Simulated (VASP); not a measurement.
Here is a VASP 6.6.1 calculation.

The input INCAR:

```
  ALGO = Normal
  EDIFF = 1E-6
  ENCUT = 520
  GGA = PS
  ISIF = 2
  ISMEAR = -1
  LASPH = T
  LCHARG = F
  LREAL = F
  LWAVE = F
  NBANDS = 46
  NELM = 100
  PREC = Accurate
  SIGMA = 0.05
```

Contents of KPOINTS:

```
k-points
0
Gamma
  6 6 5
```

File POSCAR:

```
TiO2
1.0
    5.5822227355      0.0000000000      0.0000000000
   -2.7911113678      4.8343466985      0.0000000000
    0.0000000000      0.0000000000      6.0824678800
Ti O
3 6
Direct
    0.4669367500      0.0000000000      0.3333333333
    0.0000000000      0.4669367500      0.6666666667
    0.5330632500      0.5330632500      0.0000000000
    0.5810657200      0.8514331800      0.1206639333
    0.7296325400      0.1485668200      0.5460027333
    0.2703674600      0.4189342800      0.7873306000
    0.8514331800      0.5810657200      0.8793360667
    0.1485668200      0.7296325400      0.4539972667
    0.4189342800      0.2703674600      0.2126694000
```

Potentials or basis: VASP PAW PBE potentials, release 64 (Ti_sv, O).

The run is started by

```bash
$ cat potpaw_PBE.64/Ti_sv/POTCAR potpaw_PBE.64/O/POTCAR > POTCAR
$ mpirun -np 1 vasp_std > vasp.out
```

(1) Estimate the band gap on the k mesh.

(2) What does it give for the largest force?

## Answers

(1) 3.58 eV (least direct gap 3.59 eV).

(2) 0.099 eV/Å.

Caveat: the PAW data sets were made with another functional, which shifts forces and pressure a little.
